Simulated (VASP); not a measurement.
A run of VASP 6.6.1:

The input INCAR:

```
PREC = Accurate
ENCUT = 520
EDIFF = 1E-6
ISMEAR = -1
SIGMA = 0.1
LREAL = False
LASPH = True
NELM = 80
ALGO = Normal
ISIF = 2
LWAVE = False
LCHARG = True
GGA = PS
LELF = True
LVHAR = True
NBANDS = 11
```

The input KPOINTS:

```
Automatic mesh
0
Gamma
  19 19 19
```

Contents of POSCAR:

```
Pt
1.0
   -1.5004051061      1.5004051061      1.5004051061
    1.5004051061     -1.5004051061      1.5004051061
    1.5004051061      1.5004051061     -1.5004051061
Pt
1
Direct
    0.0000000000      0.0000000000      0.0000000000
```

Potentials or basis: VASP PAW PBE potentials, release 64 (Pt).

The run is started by

```sh
$ cat potpaw_PBE.64/Pt/POTCAR > POTCAR
$ mpirun -np 1 vasp_std > vasp.out
```

Hardware: 1 thread of AMD EPYC 9R45 (Zen 5), on a shared host.

Problem. How long does it take, and how much memory?

Solution. Wall time 22 s on 1 thread of AMD EPYC 9R45 (Zen 5), with other jobs on the host, peak memory 0.12 GiB. Counts: scf iterations 11, k points 220.
